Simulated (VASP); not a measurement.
AlN:

```xyz
8
Lattice="-3.1995 3.1995 1.8748 3.1995 -3.1995 1.8748 3.1995 3.1995 -1.8748" Properties=species:S:1:pos:R:3 pbc="T T T"
Al   -0.9373    2.2622    1.8748
Al    4.1368    0.9373    0.0000
Al    0.9373    2.2622    0.0000
Al    2.2622    0.9373    1.8748
N     0.9373    2.2622    1.8748
N     2.2622    0.9373    0.0000
N     2.2622   -0.9373    1.8748
N     0.9373    4.1368    0.0000
```

The cell was built from a structure type or drawn by symmetry, and may not be a known phase.

* Program: VASP 6.6.1
* Task: relaxation of cell and atoms
* Functional: PBE
* Potentials or basis: VASP PAW PBE potentials, release 64 (Al, N)
* Cutoff: 600 eV
* k mesh: 6 × 6 × 6
* Occupations: gaussian, width 0.1 eV
* Spin: no spin polarisation

At the start: pressure 38.7 GPa; volume 9.60 Å³/atom.

Q: How do energy, volume and symmetry change on relaxing?

A: Over 11 steps the energy falls by 199.3 meV/atom and the volume is 11.12 Å³/atom (+15.9 %); space group I4/mcm (No. 140, to 0.1 Å) before and after.

The path:
| step | energy change (eV) | largest force (eV/Å) | pressure (GPa) | volume (Å³) |
| --- | --- | --- | --- | --- |
| 1 | 0.0000 | 1.7826 | 38.67 | 76.77 |
| 2 | 0.0624 | 1.6252 | -21.74 | 105.34 |
| 3 | -1.5231 | 0.5899 | -0.42 | 89.10 |
| 4 | -1.5247 | 0.5650 | 0.28 | 88.77 |
| 5 | -1.5248 | 0.5456 | 0.82 | 88.52 |
| 6 | -1.5746 | 0.3535 | -0.90 | 89.40 |
| 7 | -1.5771 | 0.2180 | -0.67 | 89.24 |
| 8 | -1.5924 | 0.0591 | -0.04 | 88.88 |
| 9 | -1.5940 | 0.0412 | 0.31 | 88.72 |
| 10 | -1.5940 | 0.0420 | 0.29 | 88.73 |
| 11 | -1.5942 | 0.0202 | -0.19 | 88.95 |

Final structure:
```
Al N
1.0
    -3.28831    3.28831    2.05660
     3.28831   -3.28831    2.05660
     3.28831    3.28831   -2.05660
Al N
4 4
Cartesian
  -0.9677 2.3206 2.0566
  4.2560 0.9677 0.0000
  0.9677 2.3206 0.0000
  2.3206 0.9677 2.0566
  0.9899 2.2985 2.0566
  2.2985 0.9899 0.0000
  2.2985 -0.9899 2.0566
  0.9899 4.2782 0.0000
```

Caveat: the volume moved by over 15 % at a fixed basis, so the end points are rough.
